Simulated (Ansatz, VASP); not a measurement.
TaSi: VASP beside Ansatz

```
CELL_PARAMETERS angstrom
0.00000 2.57512 2.57512
2.57512 0.00000 2.57512
2.57512 2.57512 0.00000
ATOMIC_POSITIONS crystal
Ta 0.00000 0.00000 0.00000
Si 0.50000 0.50000 0.50000
```

Alike in both runs: functional PBE; k mesh 13 × 13 × 13; occupations fermi-dirac, width 0.1 eV; no spin polarisation.

Ansatz relaxed the structure, and its values are those at the end. VASP's run is a single point on that final structure, the one shown.

```csv
,VASP,Ansatz
version,VASP 6.6.1,Ansatz 0.2.0
potentials or method,"VASP PAW PBE potentials, release 64 (Ta_pv, Si)","PAW with Ansatz's default frozen-core files, scalar-relativistic"
plane-wave cutoff (eV),520,420
valence electrons in the cell,15,17
```

|  | VASP | Ansatz | Ansatz less VASP |
| --- | --- | --- | --- |
| pressure (GPa) | 0.1 | 0.0 | -0.11 |

VASP's potentials hold 15 valence electrons a cell and Ansatz's 17, so a difference there can come from the potentials and not from the codes.

Spin-orbit coupling is off throughout.
